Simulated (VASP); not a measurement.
# Ir (Fm-3m) in VASP: notebook, part 2 of 2

VASP 6.6.1. The steps go on from the part before.

## Step 3: Single point, LDA

INCAR reads:

```
  ALGO = Normal
  EDIFF = 1E-6
  ENCUT = 520
  GGA = CA
  ISIF = 2
  ISMEAR = 0
  LASPH = T
  LCHARG = F
  LREAL = F
  LWAVE = F
  NBANDS = 10
  NELM = 100
  PREC = Accurate
  SIGMA = 0.03
```

KPOINTS reads:

```
k-points
0
Gamma
  14 14 14
```

POSCAR reads:

```
Ir
1.0
    0.0000000000      1.9060927672      1.9060927672
    1.9060927672      0.0000000000      1.9060927672
    1.9060927672      1.9060927672      0.0000000000
Ir
1
Direct
    0.0000000000      0.0000000000      0.0000000000
```

Potentials or basis: VASP PAW LDA potentials, release 64 (Ir).

Started as:

```
$ cat potpaw_LDA.64/Ir/POTCAR > POTCAR
$ mpirun -np 1 vasp_std > vasp.out
```

OUTCAR:

```text
EDIFF = 1E-6
   ENCUT = 520
   GGA = CA
   ISIF = 2
   ISMEAR = 0
   LASPH = T
   LREAL = F
   NELM = 100
   PREC = Accurate

 ion  position               nearest neighbor table
   1  0.000  0.000  0.000-

  LATTYP: Found a face centered cubic cell.
 ALAT       =     3.8121855344

  Lattice vectors:

 A1 = (   0.0000000000,   1.9060927672,   1.9060927672)
 A2 = (   1.9060927672,   0.0000000000,   1.9060927672)
 A3 = (   1.9060927672,   1.9060927672,   0.0000000000)

Analysis of symmetry for initial positions (statically):
=====================================================================
 Subroutine PRICEL returns:
 Original cell was already a primitive cell.

 Routine SETGRP: Setting up the symmetry group for a
 face centered cubic supercell.

 Subroutine GETGRP returns: Found 48 space group operations
 (whereof 48 operations were pure point group operations)
 out of a pool of 48 trial point group operations.

The static configuration has the point symmetry O_h .

Analysis of symmetry for dynamics (positions and initial velocities):
=====================================================================
 Subroutine PRICEL returns:
 Original cell was already a primitive cell.

 Routine SETGRP: Setting up the symmetry group for a
 face centered cubic supercell.

 Subroutine GETGRP returns: Found 48 space group operations
 (whereof 48 operations were pure point group operations)
 out of a pool of 48 trial point group operations.

The dynamic configuration has the point symmetry O_h .

 Subroutine INISYM returns: Found 48 space group operations
 (whereof 48 operations are pure point group operations),
 and found     1 'primitive' translations

----------------------------------------------------------------------------------------

                                     Primitive cell

  volume of cell :      13.8504

[... 104 lines left out ...]
   IMIX   =      4    mixing-type and parameters
     AMIX     =   0.40;   BMIX     =  1.00
     AMIX_MAG =   1.60;   BMIX_MAG =  1.00
  volume/ion in A,a.u.               =      13.85        93.47
  Fermi-wavevector in a.u.,A,eV,Ry     =   1.417974  2.679583 27.356562  2.010651
  Thomas-Fermi vector in A             =   2.539148
   LORBIT       =      0    0 simple, 1 ext, 2 COOP (PROOUT), +10 PAW based schemes
   GGA     = CA    functional components
   LHFCALC =     F    Hartree Fock is set to
   AEXX    =    0.0000 exact exchange contribution
   IVDW    =     0    specifies the selected vdW correction
   LEPSILON=     F    determine dielectric tensor
   LRPA    =     F    only Hartree local field effects (RPA)
 non-spin polarized calculation
 Gauss-broadening in eV      SIGMA  =   0.03
  energy-cutoff  :      520.00
  volume of cell :       13.85
 maximum number of plane-waves:       388
   NGX =  9   NGY =  9   NGZ =  9

 number of electron       9.0000001 magnetization

 Free energy of the ion-electron system (eV)
  ---------------------------------------------------
  ext. energy  EPLUGINS =         0.00000000
  ---------------------------------------------------
  free energy    TOTEN  =       -10.31319737 eV

  energy without entropy =      -10.31197780  energy(sigma->0) =      -10.31258758

 E-fermi :  10.5692     XC(G=0): -14.2625

 val. band max:       10.5671660376   @ k =   0.4286   0.3571   0.0714
 cond. band min:      10.5714966080   @ k =   0.3571   0.3571   0.0000
 fundamental gap:      0.0043305703
 Fermi energy:        10.5691729988

 k-point     1 :       0.0000    0.0000    0.0000
  band No.  band energies     occupation
      1      -0.6470      2.00000
      2       6.6415      2.00000
      3       6.6415      2.00000
      4       6.6415      2.00000
      5       9.4597      2.00000
      6       9.4597      2.00000
      7      24.9876      0.00000
      8      30.6533      0.00000
      9      30.6533      0.00000
     10      30.6533      0.00000
[... 287 lines left out ...]
 k-point    24 :       0.2857    0.1429    0.0000
  band No.  band energies     occupation
      1       2.1482      2.00000
      2       5.2600      2.00000
      3       7.0371      2.00000
      4       7.8028      2.00000
      5       9.2031      2.00000
      6      10.4369      2.00000
      7      25.7608      0.00000
      8      28.6867      0.00000
      9      30.9186      0.00000
     10      31.8583      0.00000

 [... further k-points ...]
[... 5 lines left out ...]
  --------------------------------------------------------------------------------------
  -------------------------------------------------------------------------------------
  Total        0.2112436      0.2112436      0.2112436      0.0000000      0.0000000     -0.0000000
  in kB       24.4361104     24.4361104     24.4361104      0.0000000      0.0000000     -0.0000000
  external PRESSURE =      24.4361104 kB  Pullay stress =       0.0000000 kB

 VOLUME and BASIS-vectors are now :
 -----------------------------------------------------------------------------
  energy-cutoff  :      520.00
  volume of cell :       13.85
      direct lattice vectors                 reciprocal lattice vectors
     0.000000000  1.906092767  1.906092767    -0.262316719  0.262316719  0.262316719
     1.906092767  0.000000000  1.906092767     0.262316719 -0.262316719  0.262316719
     1.906092767  1.906092767  0.000000000     0.262316719  0.262316719 -0.262316719

 POSITION                                       TOTAL-FORCE (eV/Angst)
 -----------------------------------------------------------------------------------
      0.00000      0.00000      0.00000         0.000000     -0.000000     -0.000000
 -----------------------------------------------------------------------------------
    total drift:                                0.000000     -0.000000     -0.000000

  FREE ENERGIE OF THE ION-ELECTRON SYSTEM (eV)
  ---------------------------------------------------
  free  energy   TOTEN  =       -10.3131973655 eV

  energy  without entropy=      -10.3119777983  energy(sigma->0) =      -10.31258758
```

stdout:

```text
POSCAR found type information on POSCAR Ir
 POSCAR found :  1 types and       1 ions
 scaLAPACK will be used
 LDA part: xc-table for (Slater(with rela. corr.)+CA(PZ))
 , standard interpolation
 POSCAR, INCAR and KPOINTS ok, starting setup
 FFT: planning ... GRIDC
 FFT: planning ... GRID_SOFT
 FFT: planning ... GRID
 WAVECAR not read
 entering main loop
```

It took 8.9 s on 1 thread of Intel Xeon 6975P-C, shared host; peak memory 0.13 GiB.

What came out:

```
Free energy : -10.3132 eV
Pressure    : 2.4 GPa
```

Levels at points of the mesh, in eV from the Fermi level:
```csv
k point,band 1,band 2,band 3,band 4,band 5,band 6,band 7,band 8
"(0.00, 0.00, 0.00)",-11.22,-3.93,-3.93,-3.93,-1.11,-1.11,14.42,20.08
"(0.50, 0.00, 0.00)",-8.22,-4.02,-4.02,-0.65,1.05,1.05,7.60,13.96
"(0.50, 0.50, 0.00)",-8.05,-7.48,1.04,1.65,1.65,1.86,10.93,11.92
```

Caveat: spin-orbit coupling is left out, which moves the levels of the heavy elements.

## Step 4: Single point, LDA

INCAR reads:

```
SYSTEM = Ir
PREC = Accurate
ENCUT = 520
EDIFF = 1E-6
ISMEAR = 0
SIGMA = 0.1
LREAL = .False.
LASPH = .True.
NELM = 80
ALGO = Normal
ISIF = 2
LWAVE = .False.
LCHARG = .False.
GGA = CA
NBANDS = 10
```

KPOINTS reads:

```
Automatic mesh
0
Gamma
  14 14 14
  0 0 0
```

POSCAR is that of step 3.

Started as:

```
$ cat potpaw_LDA.64/Ir/POTCAR > POTCAR
$ mpirun -np 1 vasp_std > vasp.out
```

It took 7.9 s on 1 thread of Intel Xeon 6975P-C, shared host; peak memory 0.13 GiB.

It converged, with:

- Free energy: -10.3174 eV
- Pressure: 2.5 GPa

Levels at points of the mesh, in eV from the Fermi level:
```
           k point  band 2  band 3  band 4  band 5  band 6  band 7
(0.00, 0.00, 0.00)   -3.93   -3.93   -3.93   -1.11   -1.11   14.41
(0.50, 0.00, 0.00)   -4.03   -4.03   -0.66    1.05    1.05    7.60
(0.50, 0.50, 0.00)   -7.49    1.04    1.64    1.64    1.85   10.93
```

Caveat: spin-orbit coupling is left out, which moves the levels of the heavy elements.

## Step 5: Overview

| smearing | gap on the mesh (eV) | pressure (GPa) |
| --- | --- | --- |
| gaussian 0.01 eV | none | 2.4 |
| gaussian 0.03 eV | none | 2.4 |
| gaussian 0.1 eV | none | 2.5 |

Alike in all rows: task single point; level LDA; potentials or basis VASP PAW LDA potentials, release 64 (Ir); no spin polarisation; cell as given; k mesh 14 × 14 × 14; cutoff (eV) 520.

Every run on the cell as given and a fine mesh finds a metal.

Caveats: spin-orbit coupling is left out, which moves the levels of the heavy elements.

Total energies depend on the potentials used, so only differences within one code and one set of settings carry meaning.
